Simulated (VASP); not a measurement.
Write the native input for VASP 6.6.1 that does the following.

```
Task                   : single point
Functional             : PBE
Potentials or basis    : VASP PAW PBE potentials, release 64 (Ta_pv)
Cutoff                 : 520 eV
k mesh                 : 16 × 16 × 16
Occupations            : gaussian, width 0.1 eV
Spin                   : no spin polarisation
Dipole correction      : no
Further INCAR settings : ALGO = Fast; EDIFF = 1e-07; NBANDS = 18
```

The structure of Ta lies in POSCAR:

```
Ta
1.0
    3.3854436390      0.0000000000      0.0000000000
    0.0000000000      3.2952743658      0.0000000000
    0.0000000000      0.0000000000      3.2952743658
Ta
2
Direct
    0.0000000000      0.0000000000      0.0000000000
    0.5000000000      0.5000000000      0.5000000000
```

One way to write it, as run:

INCAR

```
SYSTEM = Ta
ALGO = Fast ; EDIFF = 1E-7
ENCUT = 520 ; GGA = PE
ISIF = 2 ; ISMEAR = 0
LASPH = .True. ; LCHARG = .False.
LREAL = .False. ; LWAVE = .False.
NBANDS = 18 ; NELM = 100
PREC = Accurate ; SIGMA = 0.1
```

KPOINTS

```
k-points
0
Gamma
  16 16 16
  0 0 0
```

Potentials or basis: VASP PAW PBE potentials, release 64 (Ta_pv).

Command:

```bash
$ cat potpaw_PBE.64/Ta_pv/POTCAR > POTCAR
$ mpirun -np 1 vasp_std > vasp.out
```

It gave:

```yaml
Pressure: -0.8 GPa
Band_gap_on_the_k_mesh: zero (band 11 reaches 6.95 eV, above the bottom of band 12 at 4.16 eV)
```

Caveat: spin-orbit coupling is left out, which moves the levels of the heavy elements.

Wall time 2.8 min on 1 thread of Intel(R) Xeon(R) 6975P-C (Granite Rapids), with other jobs on the host, peak memory 0.33 GiB.
